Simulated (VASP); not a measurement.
Input of a VASP 6.6.1 run:

The input POSCAR:

```
HgTe
1.0
    0.0000000000      3.3264077971      3.3264077971
    3.3264077971      0.0000000000      3.3264077971
    3.3264077971      3.3264077971      0.0000000000
Hg Te
1 1
Direct
    0.0000000000      0.0000000000      0.0000000000
    0.2500000000      0.2500000000      0.2500000000
```

Contents of INCAR.step1:

```
PREC = Accurate
ENCUT = 400
EDIFF = 1E-6
ISMEAR = 0
SIGMA = 0.1
LREAL = F
LASPH = T
NELM = 200
ALGO = Normal
ISIF = 2
LWAVE = F
LCHARG = T
LNONCOLLINEAR = T
MAGMOM = 0 0 0 0 0 0
LSORBIT = T
GGA_COMPAT = F
LORBMOM = T
GGA = PE
NBANDS = 30
NEDOS = 2001
LORBIT = 11
```

File KPOINTS.step1:

```
Automatic mesh
0
Gamma
  12 12 12
```

INCAR.step2

```
PREC = Accurate
ENCUT = 400
EDIFF = 1E-6
ISMEAR = -5
SIGMA = 0.1
LREAL = F
LASPH = T
NELM = 200
ALGO = Normal
ISIF = 2
LWAVE = F
LCHARG = F
LNONCOLLINEAR = T
MAGMOM = 0 0 0 0 0 0
LORBIT = 11
LSORBIT = T
GGA_COMPAT = F
LORBMOM = T
GGA = PE
NBANDS = 30
NEDOS = 2001
ICHARG = 11
```

Contents of KPOINTS.step2:

```
Automatic mesh
0
Gamma
  18 18 18
```

Potentials or basis: VASP PAW PBE potentials, release 64 (Hg, Te).

Launch:

```sh
$ cat potpaw_PBE.64/Hg/POTCAR potpaw_PBE.64/Te/POTCAR > POTCAR
$ cp INCAR.step1 INCAR
$ cp KPOINTS.step1 KPOINTS
$ mpirun -np 1 vasp_ncl > vasp.out
$ cp INCAR.step2 INCAR
$ cp KPOINTS.step2 KPOINTS
$ mpirun -np 1 vasp_ncl > vasp.out
```

(1) What does it give for the net moment?

## Answers

(1) 0.00 μB per cell.
